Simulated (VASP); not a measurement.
Input of a VASP 6.6.1 run:

INCAR

```
  PREC = Accurate
  ENCUT = 520
  EDIFF = 1E-6
  ISMEAR = -1
  SIGMA = 0.02
  LREAL = F
  LASPH = T
  NELM = 60
  ALGO = Normal
  ISIF = 2
  LWAVE = F
  LCHARG = F
  GGA = PE
  NBANDS = 26
```

KPOINTS

```
regular mesh
0
Gamma
  12 12 6
```

The input POSCAR:

```
GaN
1.0
    3.2183180140      0.0000000000      0.0000000000
   -1.6091590070      2.7871451576      0.0000000000
    0.0000000000      0.0000000000      5.2432518876
Ga N
2 2
Direct
    0.3333333333      0.6666666667     -0.0008524590
    0.6666666667      0.3333333333      0.4991475410
    0.3333333333      0.6666666667      0.3758524590
    0.6666666667      0.3333333333      0.8758524590
```

Potentials or basis: VASP PAW PBE potentials, release 64 (Ga_d, N).

Launch:

```console
$ cat potpaw_PBE.64/Ga_d/POTCAR potpaw_PBE.64/N/POTCAR > POTCAR
$ mpirun -np 1 vasp_std > vasp.out
```

Q: What does it give for the band gap on the k mesh?

A: 1.72 eV.

Q: Predict the pressure.

A: 0.1 GPa.
